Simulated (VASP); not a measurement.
# Os (P6_3/mmc) in VASP: notebook, part 2 of 2

VASP 6.6.1. The steps go on from the part before.

### Step 5. Single point, PBEsol (strain -0.0375 x Voigt [0, 0, 1, 0, 0, 0])

The input, INCAR:

```
SYSTEM = Os
ALGO = Fast ; EDIFF = 1E-7
ENCUT = 520 ; GGA = PS
ISIF = 2 ; ISMEAR = 0
LASPH = .True. ; LCHARG = .False.
LREAL = .False. ; LWAVE = .False.
NBANDS = 15 ; NELM = 60
PREC = Accurate ; SIGMA = 0.15
```

The input, KPOINTS:

```
k-points
0
Gamma
  18 18 12
  0 0 0
```

The input, POSCAR:

```
Os
1.0
    2.7340999755      0.0000000000      0.0000000000
   -1.3670499878      2.3678000353      0.0000000000
    0.0000000000      0.0000000000      4.1577112500
Os
2
Direct
    0.3333333333      0.6666666667      0.2500000000
    0.6666666667      0.3333333333      0.7500000000
```

Run with:

```console
$ cat potpaw_PBE.64/Os/POTCAR > POTCAR
$ mpirun -np 1 vasp_std > vasp.out
```

It took 39 s on 1 thread of Intel Xeon 6975P-C (Granite Rapids), shared host; peak memory 0.21 GiB.

Results (log left out):

```yaml
Free_energy: -24.3908 eV
Pressure: 17.4 GPa
Band_gap_on_the_k_mesh: zero (band 8 reaches 11.99 eV, above the bottom of band 9 at 7.79 eV)
```

Stress tensor (GPa, compression positive):
```
 8.77  0.00  0.00
 0.00  8.77  0.00
 0.00  0.00 34.69
```

Levels at points of the mesh, in eV from the Fermi level:
| k point | band 6 | band 7 | band 8 | band 9 | band 10 | band 11 |
| --- | --- | --- | --- | --- | --- | --- |
| (0.00, 0.00, 0.00) | -2.32 | -2.32 | -2.05 | -2.05 | 0.46 | 1.76 |
| (0.50, 0.00, 0.00) | -2.44 | -1.72 | 1.84 | 2.56 | 3.14 | 4.52 |
| (0.00, 0.00, 0.50) | -3.67 | -3.57 | -3.57 | 1.00 | 1.00 | 1.00 |
| (0.50, 0.00, 0.50) | -1.49 | -0.23 | -0.23 | 2.28 | 2.28 | 3.42 |

Caveat: the cell differs from its parent crystal (strain -0.0375 x Voigt [0, 0, 1, 0, 0, 0]); the PAW data sets were made with another functional, which shifts forces and pressure a little; spin-orbit coupling is left out, which moves the levels of the heavy elements.

### Step 6. Single point, PBEsol (strain +0.0375 x Voigt [0, 0, 1, 0, 0, 0])

The input, INCAR:

```
SYSTEM = Os
  ALGO = Normal
  EDIFF = 1E-7
  ENCUT = 520
  GGA = PS
  ISIF = 2
  ISMEAR = 0
  LASPH = .True.
  LCHARG = .False.
  LREAL = .False.
  LWAVE = .False.
  NBANDS = 15
  NELM = 80
  PREC = Accurate
  SIGMA = 0.15
```

KPOINTS is that of step 5.

Changes to POSCAR since step 5:

```diff
@@ -4,3 +4,3 @@
    -1.3670499878      2.3678000353      0.0000000000
-    0.0000000000      0.0000000000      4.1577112500
+    0.0000000000      0.0000000000      4.4816887500
 Os
```

Potentials or basis: VASP PAW PBE potentials, release 64 (Os).

Run with:

```console
$ cat potpaw_PBE.64/Os/POTCAR > POTCAR
$ mpirun -np 1 vasp_std > vasp.out
```

OUTCAR:

```text
SYSTEM = Os
   EDIFF = 1E-7
   ENCUT = 520
   GGA = PS
   ISIF = 2
   ISMEAR = 0
   LASPH = .True.
   LREAL = .False.
   NELM = 80
   PREC = Accurate

 ion  position               nearest neighbor table
   1  0.333  0.667  0.250-   2 2.74   2 2.74   2 2.74   2 2.74   2 2.74   2 2.74
   2  0.667  0.333  0.750-   1 2.74   1 2.74   1 2.74   1 2.74   1 2.74   1 2.74

  LATTYP: Found a hexagonal cell.
 ALAT       =     2.7340999755
 C/A-ratio  =     1.6391824696

  Lattice vectors:

 A1 = (   2.7340999755,   0.0000000000,   0.0000000000)
 A2 = (  -1.3670499878,   2.3678000353,   0.0000000000)
 A3 = (   0.0000000000,   0.0000000000,   4.4816887500)

Analysis of symmetry for initial positions (statically):
=====================================================================
 Subroutine PRICEL returns:
 Original cell was already a primitive cell.

 Routine SETGRP: Setting up the symmetry group for a
 hexagonal supercell.

 Subroutine GETGRP returns: Found 24 space group operations
 (whereof 12 operations were pure point group operations)
 out of a pool of 24 trial point group operations.

The static configuration has the point symmetry D_3d.
 The point group associated with its full space group is D_6h.

Analysis of symmetry for dynamics (positions and initial velocities):
=====================================================================
 Subroutine PRICEL returns:
 Original cell was already a primitive cell.

 Routine SETGRP: Setting up the symmetry group for a
 hexagonal supercell.

 Subroutine GETGRP returns: Found 24 space group operations
 (whereof 12 operations were pure point group operations)
 out of a pool of 24 trial point group operations.

The dynamic configuration has the point symmetry D_3d.
 The point group associated with its full space group is D_6h.

 Subroutine INISYM returns: Found 24 space group operations
 (whereof 12 operations are pure point group operations),
 and found     1 'primitive' translations
[... 117 lines left out ...]
  Fermi-wavevector in a.u.,A,eV,Ry     =   1.342501  2.536958 24.521884  1.802308
  Thomas-Fermi vector in A             =   2.470649
   LORBIT       =      0    0 simple, 1 ext, 2 COOP (PROOUT), +10 PAW based schemes
   GGA     = PS    functional components
   LHFCALC =     F    Hartree Fock is set to
   AEXX    =    0.0000 exact exchange contribution
   IVDW    =     0    specifies the selected vdW correction
   LEPSILON=     F    determine dielectric tensor
   LRPA    =     F    only Hartree local field effects (RPA)
 non-spin polarized calculation
 Gauss-broadening in eV      SIGMA  =   0.15
  energy-cutoff  :      520.00
  volume of cell :       29.01
 maximum number of plane-waves:       801
   NGX = 11   NGY = 11   NGZ = 17

 number of electron      16.0000000 magnetization

 Free energy of the ion-electron system (eV)
  ---------------------------------------------------
  ext. energy  EPLUGINS =         0.00000000
  ---------------------------------------------------
  free energy    TOTEN  =       -24.37872849 eV

  energy without entropy =      -24.36448471  energy(sigma->0) =      -24.37160660

 E-fermi :   8.7623     XC(G=0): -13.9476

 val. band max:        8.7594473405   @ k =   0.0000   0.0000   0.3333
 cond. band min:       8.7754609052   @ k =   0.1667   0.0000   0.3333
 fundamental gap:      0.0160135647
 Fermi energy:         8.7623445240

 k-point     1 :       0.0000    0.0000    0.0000
  band No.  band energies     occupation
      1      -1.9023      2.00000
      2       1.2150      2.00000
      3       5.6942      2.00000
      4       5.9057      2.00000
      5       5.9057      2.00000
      6       6.6051      2.00000
      7       6.6051      2.00000
      8       7.5997      2.00000
      9       7.5997      2.00000
     10       8.3645      1.99982
     11      10.3760      0.00000
     12      10.3760      0.00000
     13      16.8955      0.00000
     14      23.0072      0.00000
[... 401 lines left out ...]
      2       2.3592      2.00000
      3       2.6899      2.00000
      4       5.4886      2.00000
      5       5.5165      2.00000
      6       6.0749      2.00000
      7       6.7146      2.00000
      8      10.2229      0.00000
      9      10.8049      0.00000
     10      10.8677      0.00000
     11      12.6807      0.00000
     12      15.6881      0.00000
     13      17.6482      0.00000
     14      19.2794      0.00000
     15      20.1743      0.00000

 [... further k-points ...]
[... 5 lines left out ...]
  --------------------------------------------------------------------------------------
  -------------------------------------------------------------------------------------
  Total       -1.7802198     -1.7802198     -5.5767319      0.0000000     -0.0000000      0.0000000
  in kB      -98.3066949    -98.3066949   -307.9564080      0.0000000     -0.0000000      0.0000000
  external PRESSURE =    -168.1899326 kB  Pullay stress =       0.0000000 kB

 VOLUME and BASIS-vectors are now :
 -----------------------------------------------------------------------------
  energy-cutoff  :      520.00
  volume of cell :       29.01
      direct lattice vectors                 reciprocal lattice vectors
     2.734099975  0.000000000  0.000000000     0.365751073  0.211166481  0.000000000
    -1.367049988  2.367800035  0.000000000     0.000000000  0.422332961  0.000000000
     0.000000000  0.000000000  4.481688750     0.000000000  0.000000000  0.223130176

 POSITION                                       TOTAL-FORCE (eV/Angst)
 -----------------------------------------------------------------------------------
     -0.00000      1.57853      1.12042         0.000000     -0.000000      0.000000
      1.36705      0.78927      3.36127        -0.000000      0.000000      0.000000
 -----------------------------------------------------------------------------------
    total drift:                               -0.000000      0.000000     -0.000000

  FREE ENERGIE OF THE ION-ELECTRON SYSTEM (eV)
  ---------------------------------------------------
  free  energy   TOTEN  =       -24.3787284902 eV

  energy  without entropy=      -24.3644847060  energy(sigma->0) =      -24.37160660
```

Run time: 37 s. Hardware: 1 thread of Intel Xeon 6975P-C (Granite Rapids), shared host; peak memory 0.21 GiB.

What came out:

* Free energy: -24.3787 eV
* Pressure: -16.8 GPa
* Band gap on the k mesh: zero (band 8 reaches 10.96 eV, above the bottom of band 9 at 7.22 eV)

Stress tensor (GPa, compression positive):
```
 -9.83   0.00   0.00
  0.00  -9.83   0.00
  0.00   0.00 -30.80
```

Levels at points of the mesh, in eV from the Fermi level:
```csv
k point,band 4,band 5,band 6,band 7,band 8,band 9,band 10,band 11,band 12,band 13
"(0.00, 0.00, 0.00)",-2.86,-2.86,-2.16,-2.16,-1.16,-1.16,-0.40,1.61,1.61,8.13
"(0.50, 0.00, 0.00)",-3.08,-2.71,-2.69,-2.05,2.20,2.36,2.64,4.27,5.56,8.98
"(0.00, 0.00, 0.50)",-3.62,-2.95,-2.95,-2.95,-2.95,0.82,0.82,0.82,0.82,13.77
"(0.50, 0.00, 0.50)",-5.22,-0.99,-0.99,-0.15,-0.15,2.46,2.46,3.13,3.13,8.81
```

Caveat: the cell differs from its parent crystal (strain +0.0375 x Voigt [0, 0, 1, 0, 0, 0]); the PAW data sets were made with another functional, which shifts forces and pressure a little; spin-orbit coupling is left out, which moves the levels of the heavy elements.

### Step 7. Summary

| cell | gap on the mesh (eV) | pressure (GPa) |
| --- | --- | --- |
| a = 2.734, b = 2.734, c = 3.672 Å, angles 90.0, 90.0, 120.0°, 2 atoms | none | 124.0 |
| a = 2.734, b = 2.734, c = 3.834 Å, angles 90.0, 90.0, 120.0°, 2 atoms | none | 78.8 |
| a = 2.734, b = 2.734, c = 3.996 Å, angles 90.0, 90.0, 120.0°, 2 atoms | none | 43.9 |
| a = 2.734, b = 2.734, c = 4.158 Å, angles 90.0, 90.0, 120.0°, 2 atoms | none | 17.4 |
| a = 2.734, b = 2.734, c = 4.482 Å, angles 90.0, 90.0, 120.0°, 2 atoms | none | -16.8 |

Alike in all rows: task single point; level PBEsol; potentials or basis VASP PAW PBE potentials, release 64 (Os); no spin polarisation; k mesh 18 × 18 × 12; cutoff (eV) 520; smearing gaussian 0.15 eV.

Caveats: the PAW data sets were made with another functional, which shifts forces and pressure a little; spin-orbit coupling is left out, which moves the levels of the heavy elements.

Absolute energies hang on the potentials; compare differences alone.
